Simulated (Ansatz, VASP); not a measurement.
## Gd in VASP and in Ansatz

INCAR

```
PREC = Accurate
ENCUT = 520
EDIFF = 1E-6
ISMEAR = -1
SIGMA = 0.05
LREAL = False
LASPH = True
NELM = 150
ALGO = Normal
ISIF = 2
LWAVE = False
LCHARG = False
ISPIN = 2
MAGMOM = 7.339 7.339
LORBIT = 11
LMAXMIX = 6
GGA = PS
NBANDS = 29
```

KPOINTS

```
Automatic mesh
0
Gamma
  13 13 8
```

POSCAR

```
Gd
1.0
    3.6119366541      0.0000000000      0.0000000000
   -1.8059683270      3.1280288993      0.0000000000
    0.0000000000      0.0000000000      5.7698655021
Gd
2
Direct
    0.3333333333      0.6666666667      0.2500000000
    0.6666666667      0.3333333333      0.7500000000
```

Input for Ansatz:

```yaml
crystal:
  lattice:
    - [3.6119366541, 0.0, 0.0]
    - [-1.805968327, 3.1280288993, 0.0]
    - [0.0, 0.0, 5.7698655021]
  atoms:
    - { symbol: Gd, position: [0.3333333333, 0.6666666667, 0.25], spin: 7.339 }
    - { symbol: Gd, position: [0.6666666667, 0.3333333333, 0.75], spin: 7.339 }
hamiltonian:
  xc: pbesol
  pseudopotentials:
    kind: paw
    azcp:
      Gd: "pseudopotentials/Gd.paw.azcp"
basis:
  ecutwfc: 420
  fft_grid_basis: typed
kpoints:
  mp_grid: { grid: [13, 13, 8], shift: [0, 0, 0] }
magnetization:
  spin_polarized: true
scf:
  occupations: { method: fermi_dirac, width: 0.05 }
output:
  stress: true
```

Alike in both runs: task single point; functional PBEsol; k mesh 13 × 13 × 8; occupations fermi-dirac, width 0.05 eV; collinear spin.

|  | VASP | Ansatz |
| --- | --- | --- |
| version | VASP 6.6.1 | Ansatz 0.2.0 |
| potentials or method | VASP PAW PBE potentials, release 64 (Gd), cutoff 520 eV | plane waves (420 eV) with PAW, scalar-relativistic |
| valence electrons in the cell | 36 | 36 |

```tsv
	VASP	Ansatz	Ansatz less VASP
pressure (GPa)	-1.3	-1.3	0.00
net moment per atom (μB)	7.64	7.64	0.000
size of the moment on the site where the two differ most (μB)	7.00	7.35	+0.351
```

VASP's potentials were made for PBE, not for PBEsol, and Ansatz warns of the same on its side. Site moments also hang on the region over which each program counts them.

Neither program's run includes spin-orbit coupling.
